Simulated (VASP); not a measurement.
V, 1 atom in the cell. The structure is cubic, space group Im-3m (No. 229). Conventional cell: a = 3.092 Å, b = 3.092 Å, c = 3.092 Å, α = 90.00°, β = 90.00°, γ = 90.00°. V (site symmetry m-3m) has 14 V at 2.68 to 3.09 Å within 3.5 Å. 

* Program: VASP 6.6.1
* Task: single point
* Functional: revPBE
* Potentials or basis: VASP PAW PBE potentials, release 64 (V_sv)
* Cutoff: 520 eV
* k mesh: 24 × 24 × 24
* Occupations: fermi-dirac, width 0.05 eV
* Spin: collinear spin, ferromagnetic start
* Starting moments: [1.0] μB
* Dipole correction: no
* Further INCAR settings: ALGO = Normal; EDIFF = 1e-06; NBANDS = 16

Potentials or basis: VASP PAW PBE potentials, release 64 (V_sv).

Command:

```sh
$ cat potpaw_PBE.64/V_sv/POTCAR > POTCAR
$ mpirun -np 1 vasp_std > vasp.out
```

Hardware: 1 thread of Intel Xeon 8259CL, on a shared host.

Task: How long does it take, and how much memory?

Result: Wall time 2.5 min on 1 thread of Intel Xeon 8259CL, with other jobs on the host, peak memory 0.25 GiB. Counts: scf iterations 15, k points 413.
